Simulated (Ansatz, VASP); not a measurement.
BN in VASP and in Ansatz

The input INCAR:

```
SYSTEM = BN
PREC     = Accurate       ! precision mode
ENCUT    = 520            ! plane-wave cutoff, eV
EDIFF    = 1E-6           ! SCF threshold, eV
ISMEAR   = -1             ! smearing method
SIGMA    = 0.02           ! smearing width, eV
LREAL    = .False.        ! projectors in reciprocal space
LASPH    = .True.         ! aspherical terms in the spheres
NELM     = 100            ! most SCF steps
ALGO     = Normal         ! electronic algorithm
ISIF     = 2              ! what is computed and relaxed
LWAVE    = .False.        ! write WAVECAR
LCHARG   = .True.         ! write CHGCAR
GGA      = PE             ! functional
LELF     = .True.         ! ELF
LVHAR    = .True.       
NBANDS   = 16             ! bands
```

Contents of KPOINTS:

```
Automatic mesh
0
Gamma
  12 12 6
  0 0 0
```

Contents of POSCAR:

```
BN
1.0
    2.5439499987      0.0000000000      0.0000000000
   -1.2719749994      2.2031253249      0.0000000000
    0.0000000000      0.0000000000      4.2078153394
B N
2 2
Direct
    0.3333333333      0.6666666667      0.0002034650
    0.6666666667      0.3333333333      0.5002034650
    0.3333333333      0.6666666667      0.3747965350
    0.6666666667      0.3333333333      0.8747965350
```

Input for Ansatz:

```yaml
crystal:
  lattice:
    - [2.5439499987, 0.0, 0.0]
    - [-1.2719749994, 2.2031253249, 0.0]
    - [0.0, 0.0, 4.2078153394]
  atoms:
    - { symbol: B, position: [0.3333333333, 0.6666666667, 0.000203465] }
    - { symbol: B, position: [0.6666666667, 0.3333333333, 0.500203465] }
    - { symbol: "N", position: [0.3333333333, 0.6666666667, 0.374796535] }
    - { symbol: "N", position: [0.6666666667, 0.3333333333, 0.874796535] }
kpoints:
  mp_grid: { grid: [12, 12, 6] }
  band_path:
    path:
      - [0.0, 0.0, 0.0]
      - [0.5, 0.0, 0.0]
      - [0.3333333333, 0.3333333333, 0.0]
      - [0.0, 0.0, 0.5]
      - [0.5, 0.0, 0.5]
      - [0.3333333333, 0.3333333333, 0.5]
      - [0.1, 0.0, 0.0]
    npoints: 1
hamiltonian:
  xc: pbe
scf:
  occupations: { method: fermi_dirac, width: 0.02 }
  n_extra_bands: 5
output:
  forces: true
  stress: true
  eigenvalues: true
```

Alike in both runs: task single point; functional PBE; k mesh 12 × 12 × 6; occupations fermi-dirac, width 0.02 eV; no spin polarisation.

|  | VASP | Ansatz |
| --- | --- | --- |
| version | VASP 6.6.1 | Ansatz 0.2.0 |
| potentials or method | VASP PAW PBE potentials, release 64 (B, N) | plane waves, PAW |
| plane-wave cutoff (eV) | 520 | 420 |
| valence electrons in the cell | 16 | 16 |

VASP gave:

| Item | Value |
| --- | --- |
| gap on the k mesh at the Fermi level (eV) | 5.19 |
| pressure (GPa) | 4.9 |
| traceless stress, the component that is largest in VASP (GPa) | -0.11 |
| rms of the force components (eV/Å) | 0.005 |

Question: Which values does Ansatz return?

Answer: gap on the k mesh at the Fermi level (eV): 5.21; pressure (GPa): 4.7; traceless stress, the component that is largest in VASP (GPa): -0.07; rms of the force components (eV/Å): 0.004.

Atom by atom the forces differ by 0.001 eV/Å (rms over components).
